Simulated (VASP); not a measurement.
Here is a VASP 6.6.1 calculation.

INCAR

```
ALGO = Normal
EDIFF = 1E-6
ENCUT = 520
GGA = PE
ISIF = 2
ISMEAR = 0
LASPH = T
LCHARG = F
LREAL = F
LWAVE = F
NBANDS = 11
NELM = 100
PREC = Accurate
SIGMA = 0.05
```

KPOINTS

```
k-points
0
Gamma
  12 12 12
```

The input POSCAR:

```
BN
1.0
   -0.0271852277      1.8123485119      1.8123485119
    1.8123485119     -0.0271852277      1.8123485119
    1.7851632842      1.7851632842      0.0000000000
B N
1 1
Direct
    0.0000000000      0.0000000000      0.0000000000
    0.7500000000      0.7500000000      0.7500000000
```

Potentials or basis: VASP PAW PBE potentials, release 64 (B, N).

Run with:

```console
$ cat potpaw_PBE.64/B/POTCAR potpaw_PBE.64/N/POTCAR > POTCAR
$ mpirun -np 1 vasp_std > vasp.out
```

What does it give for the band gap on the k mesh?

4.34 eV (least direct gap 8.33 eV).

Estimate the largest force.

0.046 eV/Å.

Forces in eV/Å, atoms in the order of the input:
```
B    0.000  0.000  0.046
N    0.000  0.000 -0.046
```

Caveat: the cell differs from its parent crystal (strain -0.0300 x Voigt [0, 0, 0, 0, 0, 1]). A k mesh can miss the band edges.
